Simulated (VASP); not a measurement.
Write the native input for VASP 6.6.1 that does the following.

- Task: single point
- Functional: PBE
- Potentials or basis: VASP PAW PBE potentials, release 64 (Ag, Br)
- Cutoff: 500 eV
- k mesh: 8 × 8 × 8
- Occupations: fermi-dirac, width 0.02 eV
- Spin: no spin polarisation
- Dipole correction: no
- Further INCAR settings: ALGO = Normal; EDIFF = 1e-06; NBANDS = 16

The structure of AgBr lies in POSCAR:

```
AgBr
1.0
   -0.0258417510      2.8668915753      2.8668915753
    2.8668915753     -0.0258417510      2.8668915753
    2.8668915753      2.8668915753     -0.0258417510
Ag Br
1 1
Direct
    0.0000000000      0.0000000000      0.0000000000
    0.5000000000      0.5000000000      0.5000000000
```

This cell differs from its parent crystal: strain along [111] -1.3%.

The input as run:

INCAR

```
  PREC = Accurate
  ENCUT = 500
  EDIFF = 1E-6
  ISMEAR = -1
  SIGMA = 0.02
  LREAL = False
  LASPH = True
  NELM = 120
  ALGO = Normal
  ISIF = 2
  LWAVE = False
  LCHARG = False
  GGA = PE
  NBANDS = 16
  GGA_COMPAT = False
```

KPOINTS

```
regular mesh
0
Gamma
  8 8 8
```

Potentials or basis: VASP PAW PBE potentials, release 64 (Ag, Br).

The run is started by

```console
$ cat potpaw_PBE.64/Ag/POTCAR potpaw_PBE.64/Br/POTCAR > POTCAR
$ mpirun -np 1 vasp_std > vasp.out
```

It gave:

| Item | Value |
| --- | --- |
| Pressure | 1.8 GPa |
| Band gap on the k mesh | 0.67 eV (least direct gap 2.53 eV) |

Caveat: the cell differs from its parent crystal (strain along [111] -1.3%).

Wall time 57 s on 1 thread of Intel Xeon 8259CL, on a shared host, peak memory 0.2 GiB.
